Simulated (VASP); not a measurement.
# CuSb3 (P6_3/mmc) in VASP: further runs

CuSb3 is run at these levels: PBE; tasks: single point.

Everything below comes from runs of VASP 6.6.1. Logs are shortened: lines on timing, memory, paths and dates and some standing lists are left out, and cuts for length are marked.

## (1) The cell of the first run

It takes space group P6_3/mmc (No. 194, hexagonal). The conventional cell has a = 6.552 Å, b = 6.552 Å, c = 5.259 Å, α = 90.00°, β = 90.00°, γ = 120.00°. Within 4.3 Å of Cu (site symmetry -6m2) lie 12 Sb at 3.24 to 3.28 Å. Sb (site symmetry mm2) has 4 Cu at 3.24 to 3.28 Å and 8 Sb at 3.24 to 3.28 Å within 4.3 Å.

## (2) Single point, PBE

Input file INCAR:

```
SYSTEM = CuSb3
PREC = Accurate
ENCUT = 520
EDIFF = 1E-7
ISMEAR = 0
SIGMA = 0.1
LREAL = .False.
LASPH = .True.
NELM = 80
ALGO = Normal
ISIF = 2
LWAVE = .False.
LCHARG = .True.
GGA = PE
LELF = .True.
LVHAR = .True.
NBANDS = 36
```

Input file KPOINTS:

```
regular mesh
0
Gamma
  3 3 4
  0 0 0
```

Input file POSCAR:

```
CuSb3
1.0
    6.5520540396      0.0000000000      0.0000000000
   -3.2760270198      5.6742452453      0.0000000000
    0.0000000000      0.0000000000      5.2590342984
Cu Sb
2 6
Direct
    0.3333333333      0.6666666667      0.2500000000
    0.6666666667      0.3333333333      0.7500000000
    0.8330000000      0.6660000000      0.2500000000
    0.1670000000      0.8330000000      0.7500000000
    0.3340000000      0.1670000000      0.2500000000
    0.1670000000      0.3340000000      0.7500000000
    0.8330000000      0.1670000000      0.2500000000
    0.6660000000      0.8330000000      0.7500000000
```

Potentials or basis: VASP PAW PBE potentials, release 64 (Cu, Sb).

Started as:

```bash
cat potpaw_PBE.64/Cu/POTCAR potpaw_PBE.64/Sb/POTCAR > POTCAR
mpirun -np 1 vasp_std > vasp.out
```

OUTCAR:

```text
SYSTEM = CuSb3
   PREC = Accurate
   ENCUT = 520
   EDIFF = 1E-7
   ISMEAR = 0
   LREAL = .False.
   LASPH = .True.
   NELM = 80
   ISIF = 2
   GGA = PE

 ion  position               nearest neighbor table
   1  0.333  0.667  0.250-   4 3.24   4 3.24   8 3.24   8 3.24   6 3.24   6 3.24   3 3.28   5 3.28
                             7 3.28   7 3.28   3 3.28   5 3.28
   2  0.667  0.333  0.750-   7 3.24   7 3.24   5 3.24   5 3.24   3 3.24   3 3.24   6 3.28   8 3.28
                             4 3.28   4 3.28   6 3.28   8 3.28
   3  0.833  0.666  0.250-   2 3.24   2 3.24   8 3.24   4 3.24   4 3.24   8 3.24   5 3.27   7 3.27
                             1 3.28   1 3.28   7 3.28   5 3.28
   4  0.167  0.833  0.750-   1 3.24   1 3.24   3 3.24   3 3.24   5 3.24   5 3.24   8 3.27   6 3.27
                             2 3.28   2 3.28   8 3.28   6 3.28
   5  0.334  0.167  0.250-   2 3.24   2 3.24   6 3.24   6 3.24   4 3.24   4 3.24   7 3.27   3 3.27
                             1 3.28   1 3.28   7 3.28   3 3.28
   6  0.167  0.334  0.750-   1 3.24   1 3.24   7 3.24   5 3.24   5 3.24   7 3.24   8 3.27   4 3.27
                             2 3.28   2 3.28   4 3.28   8 3.28
   7  0.833  0.167  0.250-   2 3.24   2 3.24   6 3.24   6 3.24   8 3.24   8 3.24   5 3.27   3 3.27
                             1 3.28   1 3.28   5 3.28   3 3.28
   8  0.666  0.833  0.750-   1 3.24   1 3.24   3 3.24   3 3.24   7 3.24   7 3.24   4 3.27   6 3.27
                             2 3.28   2 3.28   4 3.28   6 3.28

  LATTYP: Found a hexagonal cell.
 ALAT       =     6.5520540396
 C/A-ratio  =     0.8026542923

  Lattice vectors:

 A1 = (   6.5520540396,   0.0000000000,   0.0000000000)
 A2 = (  -3.2760270198,   5.6742452453,   0.0000000000)
 A3 = (   0.0000000000,   0.0000000000,   5.2590342984)

Analysis of symmetry for initial positions (statically):
=====================================================================
 Subroutine PRICEL returns:
 Original cell was already a primitive cell.

 Routine SETGRP: Setting up the symmetry group for a
 hexagonal supercell.

 Subroutine GETGRP returns: Found 24 space group operations
 (whereof 12 operations were pure point group operations)
 out of a pool of 24 trial point group operations.

The static configuration has the point symmetry D_3d.
 The point group associated with its full space group is D_6h.

Analysis of symmetry for dynamics (positions and initial velocities):
=====================================================================
 Subroutine PRICEL returns:
 Original cell was already a primitive cell.

 Routine SETGRP: Setting up the symmetry group for a
 hexagonal supercell.

 Subroutine GETGRP returns: Found 24 space group operations
 (whereof 12 operations were pure point group operations)
 out of a pool of 24 trial point group operations.

The dynamic configuration has the point symmetry D_3d.
 The point group associated with its full space group is D_6h.

 Subroutine INISYM returns: Found 24 space group operations
 (whereof 12 operations are pure point group operations),
 and found     1 'primitive' translations

----------------------------------------------------------------------------------------

                                     Primitive cell

  volume of cell :     195.5202

  direct lattice vectors                    reciprocal lattice vectors
     6.552054040  0.000000000  0.000000000     0.152623894  0.088117446  0.000000000
    -3.276027020  5.674245245  0.000000000     0.000000000  0.176234892  0.000000000
     0.000000000  0.000000000  5.259034298     0.000000000  0.000000000  0.190148979

  length of vectors
     6.552054040  6.552054040  5.259034298     0.176234892  0.176234892  0.190148979

  position of ions in fractional coordinates (direct lattice)
     0.333333333  0.666666667  0.250000000
     0.666666667  0.333333333  0.750000000
     0.833000000  0.666000000  0.250000000
     0.167000000  0.833000000  0.750000000
     0.334000000  0.167000000  0.250000000
     0.167000000  0.334000000  0.750000000
     0.833000000  0.167000000  0.250000000
     0.666000000  0.833000000  0.750000000

  ion indices of the primitive-cell ions
   primitive index   ion index
                 1           1
                 2           2
                 3           3
                 4           4
                 5           5
                 6           6
                 7           7
                 8           8

----------------------------------------------------------------------------------------

 KPOINTS: regular mesh

Automatic generation of k-mesh.
 Grid dimensions read from file:
 generate k-points for:    3    3    4

 Generating k-lattice:

  Cartesian coordinates                     Fractional coordinates (reciprocal lattice)
     0.050874631  0.029372482  0.000000000     0.333333333 -0.000000000  0.000000000
     0.000000000  0.058744964  0.000000000     0.000000000  0.333333333  0.000000000
     0.000000000  0.000000000  0.047537245     0.000000000  0.000000000  0.250000000

  Length of vectors
     0.058744964  0.058744964  0.047537245

  Shift w.r.t. Gamma in fractional coordinates (k-lattice)
     0.000000000  0.000000000  0.000000000

 Subroutine IBZKPT returns following result:
 ===========================================

 Found      9 irreducible k-points:

 Following reciprocal coordinates:
            Coordinates               Weight
  0.000000  0.000000  0.000000      1.000000
  0.333333  0.000000  0.000000      6.000000
  0.333333  0.333333  0.000000      2.000000
  0.000000  0.000000  0.250000      2.000000
  0.333333  0.000000  0.250000     12.000000
  0.333333  0.333333  0.250000      4.000000
  0.000000  0.000000  0.500000      1.000000
  0.333333  0.000000  0.500000      6.000000
  0.333333  0.333333  0.500000      2.000000
   k-points           NKPTS =      9   k-points in BZ     NKDIM =      9   number of bands    NBANDS=     36
   number of dos      NEDOS =    301   number of ions     NIONS =      8
   total plane-waves  NPLWV = 100000
   dimension x,y,z NGX =    50 NGY =   50 NGZ =   40
   dimension x,y,z NGXF=   100 NGYF=  100 NGZF=   80
   ions per type =               2   6
   NGX,Y,Z   is equivalent  to a cutoff of  12.69, 12.69, 12.64 a.u.
   NGXF,Y,Z  is equivalent  to a cutoff of  25.37, 25.37, 25.29 a.u.
 SYSTEM =  CuSb3
   PREC   = accura    normal or accurate (medium, high low for compatibility)
   ISTART =      0    job   : 0-new  1-cont  2-samecut
   ICHARG =      2    charge: 1-file 2-atom 10-const
   ISPIN  =      1    spin polarized calculation?
   LNONCOLLINEAR =      F non collinear calculations
   LSORBIT =      F    spin-orbit coupling
   LASPH  =      T    aspherical Exc in radial PAW
   ENCUT  =  520.0 eV  38.22 Ry    6.18 a.u.  12.18 12.18  9.78*2*pi/ulx,y,z
   NELM   =     80;   NELMIN=  2; NELMDL= -5     # of ELM steps
   EDIFF  = 0.1E-06   stopping-criterion for ELM
   LREAL  =      F    real-space projection
   EDIFFG = 0.1E-05   stopping-criterion for IOM
   NSW    =      0    number of steps for IOM
   IBRION =     -1    ionic relax: 0-MD 1-quasi-New 2-CG
   NFREE  =      0    steps in history (QN), initial steepest desc. (CG)
   ISIF   =      2    stress and relaxation
   ISYM   =      2    0-nonsym 1-usesym 2-fastsym
   POTIM  = 0.5000    time-step for ionic-motion
   TEBEG  =    0.0;   TEEND  =   0.0 temperature during run
   PSTRESS=    0.0 pullay stress
   NELECT =      52.0000    total number of electrons
   NUPDOWN=      -1.0000    fix difference up-down
   EMIN   =  10.00;   EMAX   =-10.00  energy-range for DOS
   EFERMI =   0.00;   METHOD = LEGACY
   ISMEAR =     0;   SIGMA  =   0.10  broadening in eV -4-tet -1-fermi 0-gaus
   EFERMI_NEDOS =   21; number of points for ismear=-14 and -15
   IALGO  =     38    algorithm
   IMIX   =      4    mixing-type and parameters
     AMIX     =   0.40;   BMIX     =  1.00
     AMIX_MAG =   1.60;   BMIX_MAG =  1.00
  volume/ion in A,a.u.               =      24.44       164.93
  Fermi-wavevector in a.u.,A,eV,Ry     =   1.052799  1.989501 15.080500  1.108386
  Thomas-Fermi vector in A             =   2.187896
   LORBIT       =      0    0 simple, 1 ext, 2 COOP (PROOUT), +10 PAW based schemes
   GGA     = PE    functional components
   LHFCALC =     F    Hartree Fock is set to
   AEXX    =    0.0000 exact exchange contribution
   IVDW    =     0    specifies the selected vdW correction
   LEPSILON=     F    determine dielectric tensor
   LRPA    =     F    only Hartree local field effects (RPA)
 non-spin polarized calculation
 Gauss-broadening in eV      SIGMA  =   0.10
  energy-cutoff  :      520.00
  volume of cell :      195.52
 maximum number of plane-waves:      5296
 NGX is ok and might be reduce to    50
   NGX = 25   NGY = 25   NGZ = 19

 number of electron      52.0000026 magnetization

 Free energy of the ion-electron system (eV)
  ---------------------------------------------------
  ext. energy  EPLUGINS =         0.00000000
  ---------------------------------------------------
  free energy    TOTEN  =       -28.87772416 eV

  energy without entropy =      -28.83077828  energy(sigma->0) =      -28.85425122

 E-fermi :   7.8421     XC(G=0): -10.3043

 val. band max:        7.7735981150   @ k =   0.3333   0.3333   0.2500
 cond. band min:       7.8562671796   @ k =   0.3333   0.0000   0.2500
 fundamental gap:      0.0826690646
 Fermi energy:         7.8420949978

 k-point     1 :       0.0000    0.0000    0.0000
  band No.  band energies     occupation
      1      -4.8253      2.00000
      2      -1.5714      2.00000
      3      -1.5714      2.00000
      4      -1.2678      2.00000
      5       0.1360      2.00000
      6       0.1360      2.00000
[... 28 lines left out ...]
     35      12.0843      0.00000
     36      12.0843      0.00000

 k-point     2 :       0.3333    0.0000    0.0000
  band No.  band energies     occupation
      1      -4.4004      2.00000
      2      -2.8041      2.00000
      3      -1.8403      2.00000
      4      -1.2376      2.00000
      5       0.0457      2.00000
      6       0.6669      2.00000
[... 28 lines left out ...]
     35      10.7965      0.00000
     36      11.7545      0.00000

 k-point     3 :       0.3333    0.3333    0.0000
  band No.  band energies     occupation
      1      -3.9641      2.00000
      2      -2.9587      2.00000
      3      -2.9587      2.00000
      4      -0.0684      2.00000
      5      -0.0684      2.00000
      6       0.1517      2.00000
[... 28 lines left out ...]
     35      11.5501      0.00000
     36      12.3134      0.00000

 k-point     4 :       0.0000    0.0000    0.2500
  band No.  band energies     occupation
      1      -4.5008      2.00000
      2      -2.1785      2.00000
      3      -1.2973      2.00000
      4      -1.2973      2.00000
      5       0.0216      2.00000
      6       0.0216      2.00000
[... 28 lines left out ...]
     35      11.8612      0.00000
     36      11.9223      0.00000

 k-point     5 :       0.3333    0.0000    0.2500
  band No.  band energies     occupation
      1      -4.0767      2.00000
      2      -2.5548      2.00000
      3      -1.7481      2.00000
      4      -1.5481      2.00000
      5      -0.7653      2.00000
      6       0.2471      2.00000
[... 28 lines left out ...]
     35      11.6988      0.00000
     36      11.9896      0.00000

 k-point     6 :       0.3333    0.3333    0.2500
  band No.  band energies     occupation
      1      -3.6279      2.00000
      2      -2.7115      2.00000
      3      -2.7115      2.00000
      4      -1.0915      2.00000
      5      -0.4513      2.00000
      6      -0.4513      2.00000
[... 28 lines left out ...]
     35      10.7876      0.00000
     36      10.7876      0.00000

 k-point     7 :       0.0000    0.0000    0.5000
  band No.  band energies     occupation
      1      -3.5585      2.00000
      2      -3.5585      2.00000
      3      -0.5905      2.00000
      4      -0.5905      2.00000
      5      -0.5905      2.00000
      6      -0.5905      2.00000
[... 28 lines left out ...]
     35      11.3075      0.00000
     36      11.3075      0.00000

 k-point     8 :       0.3333    0.0000    0.5000
  band No.  band energies     occupation
      1      -3.1515      2.00000
      2      -3.1515      2.00000
      3      -1.6781      2.00000
      4      -1.6781      2.00000
      5      -0.7385      2.00000
      6      -0.7385      2.00000
[... 28 lines left out ...]
     35      11.3807      0.00000
     36      11.3807      0.00000

 k-point     9 :       0.3333    0.3333    0.5000
  band No.  band energies     occupation
      1      -2.6362      2.00000
      2      -2.6362      2.00000
      3      -2.3212      2.00000
      4      -2.3212      2.00000
      5      -1.0282      2.00000
      6      -1.0282      2.00000
[... 28 lines left out ...]
     35      11.1086      0.00000
     36      11.1086      0.00000

------------------------ aborting loop because EDIFF is reached ----------------------------------------

  FORCE on cell =-STRESS in cart. coord.  units (eV):
  Direction    XX          YY          ZZ          XY          YZ          ZX
  --------------------------------------------------------------------------------------
  -------------------------------------------------------------------------------------
  Total        0.4065995      0.4065995     -1.3166713      0.0000000      0.0000000      0.0000000
  in kB        3.3318534      3.3318534    -10.7893774      0.0000000      0.0000000      0.0000000
  external PRESSURE =      -1.3752235 kB  Pullay stress =       0.0000000 kB

 VOLUME and BASIS-vectors are now :
 -----------------------------------------------------------------------------
  energy-cutoff  :      520.00
  volume of cell :      195.52
      direct lattice vectors                 reciprocal lattice vectors
     6.552054040  0.000000000  0.000000000     0.152623894  0.088117446  0.000000000
    -3.276027020  5.674245245  0.000000000     0.000000000  0.176234892  0.000000000
     0.000000000  0.000000000  5.259034298     0.000000000  0.000000000  0.190148979

 POSITION                                       TOTAL-FORCE (eV/Angst)
 -----------------------------------------------------------------------------------
     -0.00000      3.78283      1.31476        -0.000000      0.000000      0.000000
      3.27603      1.89142      3.94428         0.000000     -0.000000     -0.000000
      3.27603      3.77905      1.31476         0.000000     -0.688652      0.000000
     -1.63474      4.72665      3.94428         0.596391     -0.344326      0.000000
      1.64129      0.94760      1.31476         0.596391      0.344326     -0.000000
      0.00000      1.89520      3.94428        -0.000000      0.688652     -0.000000
      4.91076      0.94760      1.31476        -0.596391      0.344326     -0.000000
      1.63474      4.72665      3.94428        -0.596391     -0.344326      0.000000
 -----------------------------------------------------------------------------------
    total drift:                               -0.000000      0.000000     -0.000000

  FREE ENERGIE OF THE ION-ELECTRON SYSTEM (eV)
  ---------------------------------------------------
  free  energy   TOTEN  =       -28.8777241631 eV

  energy  without entropy=      -28.8307782778  energy(sigma->0) =      -28.85425122
```

It took 80 s on 1 thread of Intel Xeon Platinum 8488C (Sapphire Rapids), shared host; peak memory 0.32 GiB.

What came out:

| Quantity | Value |
| --- | --- |
| Free energy | -28.8777 eV |
| Pressure | -0.1 GPa |
| Largest force | 0.689 eV/Å |
| Band gap on the k mesh | zero (band 26 reaches 9.25 eV, above the bottom of band 27 at 7.30 eV) |

Forces in eV/Å, atoms in the order of the input:
```
Cu   0.000  0.000  0.000
Cu   0.000  0.000  0.000
Sb   0.000 -0.689  0.000
Sb   0.596 -0.344  0.000
Sb   0.596  0.344  0.000
Sb   0.000  0.689  0.000
Sb  -0.596  0.344  0.000
Sb  -0.596 -0.344  0.000
```

Caveat: the k points lie up to 0.37 Å⁻¹ apart; spin-orbit coupling is left out, which moves the levels of the heavy elements.

(Continued in part 2 of 2.)
